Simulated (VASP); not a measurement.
Input of a VASP 6.6.1 run:

File INCAR:

```
ALGO = Normal
EDIFF = 1E-6
ENCUT = 520
GGA = PS
ISIF = 2
ISMEAR = -1
LASPH = T
LCHARG = F
LREAL = F
LWAVE = F
NBANDS = 15
NELM = 80
PREC = Accurate
SIGMA = 0.1
```

The input KPOINTS:

```
k-points
0
Gamma
  9 9 8
```

Contents of POSCAR:

```
TaN
1.0
    2.9380000000      0.0000000000      0.0000000000
   -1.4690000000      2.5443830000      0.0000000000
    0.0000000000      0.0000000000      2.8830000000
Ta N
1 1
Direct
    0.3333333333      0.6666666667      0.5000000000
    0.0000000000      0.0000000000      0.0000000000
```

Potentials or basis: VASP PAW PBE potentials, release 64 (Ta_pv, N).

The run is started by

```sh
$ cat potpaw_PBE.64/Ta_pv/POTCAR potpaw_PBE.64/N/POTCAR > POTCAR
$ mpirun -np 1 vasp_std > vasp.out
```

(1) What does it give for the pressure?

(2) Estimate the band gap on the k mesh.

Answers

(1) -4.1 GPa.

(2) zero (band 8 reaches 8.23 eV, above the bottom of band 9 at 7.99 eV).

Caveat: the PAW data sets were made with another functional, which shifts forces and pressure a little; spin-orbit coupling is left out, which moves the levels of the heavy elements.
